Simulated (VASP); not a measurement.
Set up this calculation in VASP 6.6.1, as the native input.

| Item | Value |
| --- | --- |
| Task | relaxation of cell and atoms |
| Functional | PBEsol |
| Potentials or basis | VASP PAW PBE potentials, release 64 (Zn) |
| Cutoff | 600 eV |
| k mesh | 21 × 21 × 19 |
| Occupations | fermi-dirac, width 0.08 eV |
| Spin | no spin polarisation |
| Target pressure | 350 GPa |
| Dipole correction | no |
| Further INCAR settings | ALGO = Normal; EDIFF = 1e-06; IBRION = 2; EDIFFG = -0.005; NSW = 60; ISIF = 3 |

The structure of Zn lies in POSCAR:

```
Zn
1.0
    2.0608861657      0.0000000000      0.0000000000
   -1.0304430828      1.7847797738      0.0000000000
    0.0000000000      0.0000000000      1.9372329957
Zn
1
Direct
    0.0000000000      0.0000000000      0.0000000000
```

This isn't the form of Zn at room conditions, which is hcp.

One way to write it, as run:

INCAR

```
SYSTEM = Zn
PREC = Accurate
ENCUT = 600
EDIFF = 1E-6
ISMEAR = -1
SIGMA = 0.08
LREAL = .FALSE.
LASPH = .TRUE.
NELM = 80
ALGO = Normal
ISIF = 3
LWAVE = .FALSE.
LCHARG = .FALSE.
GGA = PS
IBRION = 2
NSW = 60
EDIFFG = -0.005
PSTRESS = 3500.0
```

KPOINTS

```
Automatic mesh
0
G
  21 21 19
  0 0 0
```

Potentials or basis: VASP PAW PBE potentials, release 64 (Zn).

The run is started by

```bash
$ cat potpaw_PBE.64/Zn/POTCAR > POTCAR
$ mpirun -np 1 vasp_std > vasp.out
```

Results of the run:

```
Relaxed volume                                             : 7.42 Å³/atom
Relaxed cell                                               : a = 2.059 Å, b = 2.059 Å, c = 2.019 Å, α = 90.00°, β = 90.00°, γ = 120.00°
Space group after relaxing (to 0.1 Å)                      : P6/mmm (No. 191)
Energy change on relaxing (the run minimises the enthalpy) : -729.6 meV/atom
Ionic steps                                                : 10
Pressure after relaxing                                    : 350.0 GPa
Band gap on the k mesh                                     : zero (bands 6 and 7 overlap by 8.66 eV)
```

Caveat: the cell is relaxed towards a set pressure, so the run minimises the enthalpy, not the energy; the PAW data sets were made with another functional, which shifts forces and pressure a little.

Run time: 3.6 min on 1 thread of AMD EPYC 7R13 (shared host), peak memory 0.13 GiB.
